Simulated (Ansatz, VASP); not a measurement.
**BePd: VASP beside Ansatz**

The input INCAR:

```
PREC     = Accurate       # precision mode
ENCUT    = 520            # plane-wave cutoff, eV
EDIFF    = 1E-8           # SCF threshold, eV
ISMEAR   = -1             # smearing method
SIGMA    = 0.08           # smearing width, eV
LREAL    = F              # projectors in reciprocal space
LASPH    = T              # aspherical terms in the spheres
NELM     = 60             # most SCF steps
ALGO     = Normal         # electronic algorithm
ISIF     = 2              # what is computed and relaxed
LWAVE    = F              # write WAVECAR
LCHARG   = F              # write CHGCAR
GGA      = CA             # functional
LEFG     = T            
NBANDS   = 13             # bands
```

File KPOINTS:

```
regular mesh
0
Gamma
  12 12 12
```

Contents of POSCAR:

```
BePd
1.0
    2.8500174030      0.0000000000      0.0000000000
    0.0000000000      2.8500174030      0.0000000000
    0.0000000000      0.0000000000      2.8500174030
Be Pd
1 1
Direct
    0.0000000000      0.0000000000      0.0000000000
    0.5000000000      0.5000000000      0.5000000000
```

Input for Ansatz:

```yaml
crystal:
  lattice:
    - [2.850017403, 0.0, 0.0]
    - [0.0, 2.850017403, 0.0]
    - [0.0, 0.0, 2.850017403]
  atoms:
    - { symbol: Be, position: [0.0, 0.0, 0.0] }
    - { symbol: Pd, position: [0.5, 0.5, 0.5] }
kpoints:
  mp_grid: { grid: [12, 12, 12] }
scf:
  occupations: { method: fermi_dirac, width: 0.08 }
hamiltonian:
  xc: lda
  pseudopotentials: { kind: paw }
output:
  forces: true
  stress: true
  eigenvalues: true
  efg: { contact_densities: true }
```

Change from the starting cell: volume scaled by 1.04, PAW files.

Alike in both runs: task electric field gradients; functional LDA; k mesh 12 × 12 × 12; occupations fermi-dirac, width 0.08 eV; no spin polarisation.

```csv
,VASP,Ansatz
version,VASP 6.6.1,Ansatz 0.2.0
potentials or method,"VASP PAW LDA potentials, release 64 (Be, Pd)","PAW with Ansatz's default frozen-core files, scalar-relativistic"
plane-wave cutoff (eV),520,420
valence electrons in the cell,12,20
```

|  | VASP | Ansatz | Ansatz less VASP |
| --- | --- | --- | --- |
| pressure (GPa) | -13.4 | -13.9 | -0.50 |

LDA's correlation is that of Perdew and Zunger in VASP and of Perdew and Wang (1992) in Ansatz. VASP's potentials hold 12 valence electrons a cell and Ansatz's 20, so a difference there can come from the potentials and not from the codes.
